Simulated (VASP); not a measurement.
A run of VASP 6.6.1 is set up as follows.

POSCAR

```
W
1.0
    0.0000000000      2.0300000000      2.0300000000
    2.0300000000      0.0000000000      2.0300000000
    2.0300000000      2.0300000000      0.0000000000
W
1
Direct
    0.0000000000      0.0000000000      0.0000000000
```

INCAR.step1

```
SYSTEM = W
PREC     = Accurate       ! precision mode
ENCUT    = 520            ! plane-wave cutoff, eV
ISMEAR   = -1             ! smearing method
SIGMA    = 0.3            ! smearing width, eV
LREAL    = .FALSE.        ! projectors in reciprocal space
LASPH    = .TRUE.         ! aspherical terms in the spheres
NELM     = 80             ! most SCF steps
NBANDS   = 13             ! bands
GGA      = PE             ! functional
ALGO     = Normal         ! electronic algorithm
EDIFF    = 1E-4           ! SCF threshold, eV
LWAVE    = .TRUE.         ! write WAVECAR
LCHARG   = .FALSE.        ! write CHGCAR
```

Contents of INCAR.step2:

```
SYSTEM = W
PREC     = Accurate       ! precision mode
ENCUT    = 520            ! plane-wave cutoff, eV
EDIFF    = 1E-6           ! SCF threshold, eV
ISMEAR   = -1             ! smearing method
SIGMA    = 0.3            ! smearing width, eV
LREAL    = .FALSE.        ! projectors in reciprocal space
LASPH    = .TRUE.         ! aspherical terms in the spheres
NELM     = 80             ! most SCF steps
ALGO     = Normal         ! electronic algorithm
ISIF     = 2              ! what is computed and relaxed
LWAVE    = .FALSE.        ! write WAVECAR
LCHARG   = .FALSE.        ! write CHGCAR
METAGGA  = R2SCAN         ! meta-GGA
LMIXTAU  = .TRUE.       
NBANDS   = 13             ! bands
ISTART   = 1
```

File KPOINTS:

```
regular mesh
0
G
  14 14 14
  0 0 0
```

Potentials or basis: VASP PAW PBE potentials, release 64 (W_sv).

Launch:

```bash
$ cat potpaw_PBE.64/W_sv/POTCAR > POTCAR
$ cp INCAR.step1 INCAR
$ mpirun -np 1 vasp_std > vasp.out
$ cp INCAR.step2 INCAR
$ mpirun -np 1 vasp_std > vasp.out
```

What does it give for the pressure?

-6.7 GPa.

Estimate the band gap on the k mesh.

zero (band 7 reaches 12.98 eV, above the bottom of band 8 at 9.52 eV).

Caveat: the PAW data sets were made with another functional, which shifts forces and pressure a little; spin-orbit coupling is left out, which moves the levels of the heavy elements.
